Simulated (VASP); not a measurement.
GaN: single point with r2SCAN

Crystal: GaN.

```
Ga N
1.0
     0.00000    2.15899    2.15899
     2.15899    0.00000    2.15899
     2.15899    2.15899    0.00000
Ga N
1 1
Cartesian
  0.0000 0.0000 0.0000
  1.0795 1.0795 1.0795
```

This cell differs from its parent crystal: strain -4.0%.

```yaml
Program: VASP 6.6.1
Task: single point
Functional: r2SCAN
Potentials_or_basis: VASP PAW PBE potentials, release 64 (Ga_d, N)
Cutoff: 520 eV
k_mesh: 10 × 10 × 10
Occupations: gaussian, width 0.01 eV
Spin: non-collinear spin, zero start, spin-orbit coupling
Starting_moments: "[[0.0, 0.0, 0.0], [0.0, 0.0, 0.0]] μB"
Dipole_correction: no
Further_INCAR_settings: ALGO = Normal; EDIFF = 1e-06; NBANDS = 30
```

The pressure is 32.8 GPa. The net moment is 0.00 μB per cell and the valence electrons inside the program's atomic spheres are Ga 12.12; N 3.88.

Moments on the atoms (μB; x, y, z):
```
Ga  0.00 0.00 0.00
N   0.00 0.00 0.00
```

It took 6.7 min on 1 thread of Intel(R) Xeon(R) Platinum 8375C CPU @ 2.90GHz (Ice Lake), with other jobs on the host, peak memory 0.25 GiB.

Caveat: the cell differs from its parent crystal (strain -4.0%); the cell stands under pressure; the PAW data sets were made with another functional, which shifts forces and pressure a little.
